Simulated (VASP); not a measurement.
# Al2H: single point with PBE

Crystal: Al2H.

```
CELL_PARAMETERS angstrom
-2.70786 2.70786 2.30713
2.70786 -2.70786 2.30713
2.70786 2.70786 -2.30713
ATOMIC_POSITIONS crystal
Al 0.66920 0.16920 0.83840
Al 0.16920 0.33080 0.50000
Al 0.33080 0.83080 0.16160
Al 0.83080 0.66920 0.50000
H 0.25000 0.25000 0.00000
H 0.75000 0.75000 0.00000
```

* Program: VASP 6.6.1
* Task: single point
* Functional: PBE
* Potentials or basis: VASP PAW PBE potentials, release 64 (Al, H)
* Cutoff: 520 eV
* k mesh: 6 × 6 × 6
* Occupations: gaussian, width 0.1 eV
* Spin: no spin polarisation

* Pressure: 5.5 GPa
* Largest force: 0.087 eV/Å
* Band gap on the k mesh: zero (band 7 reaches 9.79 eV, above the bottom of band 8 at 7.19 eV)

Forces in eV/Å, atoms in the order of the input:
```
Al  -0.061 -0.061  0.000
Al   0.061 -0.061  0.000
Al   0.061  0.061  0.000
Al  -0.061  0.061  0.000
H    0.000  0.000  0.000
H    0.000  0.000  0.000
```

Stress tensor (GPa, compression positive):
```
5.55 0.00 0.00
0.00 5.55 0.00
0.00 0.00 5.32
```

Levels at points of the mesh, in eV from the Fermi level:
| k point | band 4 | band 5 | band 6 | band 7 | band 8 | band 9 | band 10 | band 11 |
| --- | --- | --- | --- | --- | --- | --- | --- | --- |
| (0.00, 0.00, 0.00) | -2.42 | -2.11 | -2.11 | -0.94 | -0.94 | -0.59 | 0.22 | 0.45 |
| (0.50, 0.00, 0.00) | -4.98 | -3.90 | -3.90 | 0.44 | 0.44 | 3.61 | 3.61 | 4.86 |
| (0.50, 0.50, 0.00) | -3.10 | -2.53 | -2.01 | -0.96 | 0.23 | 0.34 | 0.74 | 3.60 |
| (0.50, 0.50, 0.50) | -6.83 | -6.38 | -4.57 | 1.45 | 3.07 | 4.35 | 4.35 | 4.35 |

It took 28 s on 1 thread of Intel Xeon 6975P-C, on a shared host, peak memory 0.2 GiB.
